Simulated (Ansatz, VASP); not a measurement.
# One calculation of SnO2, two programs

```
Sn O
1.0
     4.90261    0.00000    0.00000
     0.00000    4.90286    0.00000
     0.00000    0.00000    3.20071
Sn O
2 4
Direct
  0.50000 0.50000 0.50000
  0.00000 0.00000 0.00000
  0.30586 0.30596 0.00000
  0.80586 0.19404 0.50000
  0.19414 0.80596 0.50000
  0.69414 0.69404 0.00000
```

Change from the starting cell: strain +0.030 along x and y, +0.000 along z, atoms carried along.

Alike in both runs: task single point; functional r2SCAN; k mesh 6 × 6 × 8; occupations gaussian, width 0.05 eV; no spin polarisation.

|  | VASP | Ansatz |
| --- | --- | --- |
| version | VASP 6.6.1 | Ansatz 0.2.0 |
| potentials or method | VASP PAW PBE potentials, release 64 (Sn_d, O), cutoff 520 eV | scalar-relativistic, plane waves, PAW |
| valence electrons in the cell | 52 | 52 |

```csv
,VASP,Ansatz,Ansatz less VASP
gap on the k mesh at the Fermi level (eV),1.21,1.20,-0.017
least direct gap on the mesh (eV),1.21,1.20,-0.017
pressure (GPa),-9.2,-10.0,-0.86
"traceless stress, the component that is largest in VASP (GPa)",2.37,1.98,-0.396
rms of the force components (eV/Å),0.073,0.092,+0.0184
```

VASP's potentials were made for PBE, not for r2SCAN. Atom by atom the forces differ by 0.018 eV/Å (rms over components). The functional is the same, so the differences come from potentials, cutoffs and numerics.
